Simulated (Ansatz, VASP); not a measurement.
Two plane-wave programs on Au

Contents of POSCAR:

```
Au
1.0
    2.8902928838      0.0000000000      0.0000000000
   -1.4451464419      2.5030670618      0.0000000000
    0.0000000000      0.0000000000      4.8647145229
Au
2
Direct
    0.3333333333      0.6666666667      0.7500000000
    0.6666666667      0.3333333333      0.2500000000
```

File INCAR.step1:

```
PREC = Accurate
ENCUT = 520
ISMEAR = 0
SIGMA = 0.1
LREAL = F
LASPH = T
NELM = 60
NBANDS = 18
GGA = PE
ALGO = Normal
EDIFF = 1E-4
LWAVE = T
LCHARG = F
```

The input INCAR.step2:

```
PREC = Accurate
ENCUT = 520
EDIFF = 1E-6
ISMEAR = 0
SIGMA = 0.1
LREAL = F
LASPH = T
NELM = 60
ALGO = Normal
ISIF = 2
LWAVE = F
LCHARG = T
METAGGA = R2SCAN
LMIXTAU = T
LELF = T
LVHAR = T
NBANDS = 18
ISTART = 1
```

File KPOINTS:

```
Automatic mesh
0
Gamma
  18 18 10
```

Input for Ansatz:

```yaml
crystal:
  lattice:
    - [2.8902928838, 0.0, 0.0]
    - [-1.4451464419, 2.5030670618, 0.0]
    - [0.0, 0.0, 4.8647145229]
  atoms:
    - { symbol: Au, position: [0.3333333333, 0.6666666667, 0.75] }
    - { symbol: Au, position: [0.6666666667, 0.3333333333, 0.25] }
basis:
  ecutwfc: 500
kpoints:
  mp_grid: { grid: [18, 18, 10] }
  band_path:
    path:
      - [[0.0, 0.0, 0.0], [0.5, 0.0, 0.0], [0.33333333, 0.33333333, 0.0], [0.0, 0.0, 0.0], [0.0, 0.0, 0.5], [0.5, 0.0, 0.5], [0.33333333, 0.33333333, 0.5], [0.0, 0.0, 0.5]]
      - [[0.5, 0.0, 0.5], [0.5, 0.0, 0.0]]
      - [[0.33333333, 0.33333333, 0.5], [0.33333333, 0.33333333, 0.0]]
    npoints: 14
hamiltonian:
  xc: r2scan
scf:
  occupations: { method: gaussian, width: 0.1 }
  n_extra_bands: 6
output:
  forces: true
  stress: true
  eigenvalues: true
  populations: true
  dos: { projected: true, de: 0.02, nscf_kmesh: { grid: [27, 27, 15] } }
  bader: true
  write_density: true
  write_potential: true
  elf: true
  volumetric_format: npy
```

Alike in both runs: task single point; functional r2SCAN; k mesh 18 × 18 × 10; occupations gaussian, width 0.1 eV; no spin polarisation.

```csv
,VASP,Ansatz
version,VASP 6.6.1,Ansatz 0.2.0
potentials or method,"VASP PAW PBE potentials, release 64 (Au), cutoff 520 eV","scalar-relativistic, plane waves, PAW"
valence electrons in the cell,22,38
```

Ansatz gave:

| Item | Value |
| --- | --- |
| gap on the k mesh at the Fermi level (eV) | none |
| pressure (GPa) | 0.0 |

Q: What did VASP give for the same quantities?

A: gap on the k mesh at the Fermi level (eV): none; pressure (GPa): 0.3.

VASP's potentials were made for PBE, not for r2SCAN. A gap of «none» marks a metal or a gap that the smearing closes. VASP's potentials hold 22 valence electrons a cell and Ansatz's 38, so a difference there can come from the potentials and not from the codes.

Spin-orbit coupling is off throughout.
